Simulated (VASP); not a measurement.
Here is a VASP 6.6.1 calculation.

INCAR

```
  PREC = Accurate
  ENCUT = 520
  EDIFF = 1E-6
  ISMEAR = -1
  SIGMA = 0.1293
  LREAL = Auto
  LASPH = T
  NELM = 80
  ALGO = Normal
  ISIF = 2
  LWAVE = F
  LCHARG = T
  GGA = PE
  LELF = T
  LVHAR = T
  NBANDS = 54
  ISYM = 0
```

File KPOINTS:

```
Automatic mesh
0
Gamma
  1 1 1
  0.25 0.25 0.25
```

File POSCAR:

```
ScAl3
1.0
    7.0248240000      0.2007760000     -0.0094590000
    0.2007760000      6.6358760000      0.3234210000
   -0.0094590000      0.3234210000      6.6710660000
Sc Al
4 12
Direct
    0.4377507103      0.1317344791      0.5397840446
    0.7333689697      0.3848738818      0.2991202068
    0.6972275736      0.7992945434      0.8422828428
    0.3854824669      0.6583205273      0.0847285270
    0.2427488683      0.4063687919      0.8423910003
    0.0101143982      0.5949853953      0.5342694707
    0.1632769380      0.2978903167      0.2729652881
    0.9127150791      1.0614942557      0.0099760425
    0.4958085251      0.1519597261      0.0285963122
   -0.0266606474      1.1749386066      0.5977500444
   -0.0235828053      0.6345984052      0.0958952406
    0.7243375837      0.3843483990      0.7487024061
    0.6777047019      0.8456798750      0.2518741050
    0.1672798011      0.8616857136      0.7419360031
    0.4726989554      0.6609173341      0.5380384056
    0.1911236533      0.9195492819      0.2911992312
```

Potentials or basis: VASP PAW PBE potentials, release 64 (Sc_sv, Al).

Launch:

```bash
$ cat potpaw_PBE.64/Sc_sv/POTCAR potpaw_PBE.64/Al/POTCAR > POTCAR
$ mpirun -np 1 vasp_std > vasp.out
```

Predict the largest force.

1.824 eV/Å.

Estimate the pressure.

0.9 GPa.

What does it give for the band gap on the k mesh?

0.08 eV.

Forces on the atoms (eV/Å):
```
Sc  -0.125 -0.509  0.325
Sc  -0.136  0.231 -0.041
Sc   0.439  1.041 -1.432
Sc   0.056 -1.287 -0.011
Al  -0.604  0.051 -0.228
Al  -0.585 -0.511 -0.915
Al  -0.163  1.067 -1.175
Al   0.400  0.713 -0.221
Al   0.119 -0.130  0.489
Al   0.583 -0.546 -0.081
Al   1.307  0.423  0.014
Al  -1.269 -0.101  0.654
Al   0.258  0.264  0.748
Al   0.350 -0.730  0.392
Al  -0.452 -0.395  0.143
Al  -0.177  0.418  1.339
```

Caveat: the k points lie up to 0.95 Å⁻¹ apart.
